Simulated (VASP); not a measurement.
Input of a VASP 6.6.1 run:

The input INCAR:

```
PREC     = Accurate       # precision mode
ENCUT    = 520            # plane-wave cutoff, eV
EDIFF    = 1E-6           # SCF threshold, eV
ISMEAR   = -1             # smearing method
SIGMA    = 0.08           # smearing width, eV
LREAL    = False          # projectors in reciprocal space
LASPH    = True           # aspherical terms in the spheres
NELM     = 60             # most SCF steps
ALGO     = Normal         # electronic algorithm
ISIF     = 2              # what is computed and relaxed
LWAVE    = False          # write WAVECAR
LCHARG   = False          # write CHGCAR
GGA      = PE             # functional
NBANDS   = 19             # bands
```

Contents of KPOINTS:

```
Automatic mesh
0
Gamma
  15 15 8
```

File POSCAR:

```
Cd
1.0
    3.1463646362      0.0000000000      0.0000000000
   -1.5731823181      2.7248317045      0.0000000000
    0.0000000000      0.0000000000      5.0196170019
Cd
2
Direct
    0.3333333333      0.6666666667      0.2500000000
    0.6666666667      0.3333333333      0.7500000000
```

Potentials or basis: VASP PAW PBE potentials, release 64 (Cd).

Run with:

```sh
$ cat potpaw_PBE.64/Cd/POTCAR > POTCAR
$ mpirun -np 1 vasp_std > vasp.out
```

Q: What does it give for the band gap on the k mesh?

A: Zero (band 12 reaches 4.34 eV, above the bottom of band 13 at 1.93 eV).

Q: Estimate the pressure.

A: 2.8 GPa.
